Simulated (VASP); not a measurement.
Wanted: the native input for a VASP 6.6.1 run.

| Item | Value |
| --- | --- |
| Task | single point |
| Functional | PBE |
| Potentials or basis | VASP PAW PBE potentials, release 64 (Nb_sv, Te, Mo_sv) |
| Cutoff | 500 eV |
| k mesh | 5 × 5 × 2 |
| Occupations | gaussian, width 0.2 eV |
| Spin | no spin polarisation |
| Dipole correction | no |
| Further INCAR settings | ALGO = Normal; EDIFF = 1e-06; NBANDS = 42 |

The structure of NbTe2Mo3 lies in POSCAR:

```
NbTe2Mo3
1.0
    3.3185948169      0.0000000000      0.0000000000
    0.0000000000      3.3185948169      0.0000000000
    0.0000000000      0.0000000000      9.8628923586
Nb Te Mo
1 2 3
Direct
    0.0000000000      0.0000000000      0.0000000000
    0.0000000000      0.0000000000      0.3280559732
    0.0000000000      0.0000000000      0.6719440268
    0.5000000000      0.5000000000      0.1605700161
    0.5000000000      0.5000000000      0.5000000000
    0.5000000000      0.5000000000      0.8394299839
```

The cell was built from a structure type or drawn by symmetry, and may not be a known phase.

These files were run (other wordings do the same):

INCAR

```
SYSTEM = NbTe2Mo3
PREC = Accurate
ENCUT = 500
EDIFF = 1E-6
ISMEAR = 0
SIGMA = 0.2
LREAL = .FALSE.
LASPH = .TRUE.
NELM = 120
ALGO = Normal
ISIF = 2
LWAVE = .FALSE.
LCHARG = .TRUE.
GGA = PE
LELF = .TRUE.
LVHAR = .TRUE.
NBANDS = 42
GGA_COMPAT = .FALSE.
```

KPOINTS

```
Automatic mesh
0
G
  5 5 2
  0 0 0
```

Potentials or basis: VASP PAW PBE potentials, release 64 (Nb_sv, Te, Mo_sv).

The run is started by

```sh
$ cat potpaw_PBE.64/Nb_sv/POTCAR potpaw_PBE.64/Te/POTCAR potpaw_PBE.64/Mo_sv/POTCAR > POTCAR
$ mpirun -np 1 vasp_std > vasp.out
```

It gave:

```
Pressure               : -0.3 GPa
Largest force          : 0.032 eV/Å
Band gap on the k mesh : zero (an odd number of electrons rules out a gap without spin polarisation)
```

Caveat: the k points lie up to 0.38 Å⁻¹ apart, too coarse for converged energies and pressures of a metal; spin-orbit coupling is left out, which moves the levels of the heavy elements.

Wall time 43 s on 1 thread of AMD EPYC 9R45 96-Core Processor (Zen 5), with other jobs on the host, peak memory 0.18 GiB.
